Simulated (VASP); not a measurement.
A run of VASP 6.6.1:

Contents of INCAR:

```
SYSTEM = Hg
  PREC = Accurate
  ENCUT = 600
  EDIFF = 1E-6
  ISMEAR = -1
  SIGMA = 0.1
  LREAL = .False.
  LASPH = .True.
  NELM = 80
  ALGO = Normal
  ISIF = 3
  LWAVE = .False.
  LCHARG = .False.
  GGA = CA
  IBRION = 2
  NSW = 60
  EDIFFG = -0.005
  PSTRESS = 95.0
```

The input KPOINTS:

```
Automatic mesh
0
Gamma
  14 14 14
  0 0 0
```

Contents of POSCAR:

```
Hg
1.0
    2.7640163979      0.0000000000      0.0000000000
    0.0000000000      2.7640163979      0.0000000000
    0.0000000000      0.0000000000      2.7640163979
Hg
1
Direct
    0.0000000000      0.0000000000      0.0000000000
```

Potentials or basis: VASP PAW LDA potentials, release 64 (Hg).

Command:

```console
$ cat potpaw_LDA.64/Hg/POTCAR > POTCAR
$ mpirun -np 1 vasp_std > vasp.out
```

Hardware: 1 thread of Intel(R) Xeon(R) 6975P-C (Granite Rapids) (shared host).

Estimate the wall time of this run.

It took 15 s on 1 thread of Intel(R) Xeon(R) 6975P-C (Granite Rapids), on a shared host, peak memory 0.16 GiB. Counts: scf iterations 26, k points 120, ion steps 3.
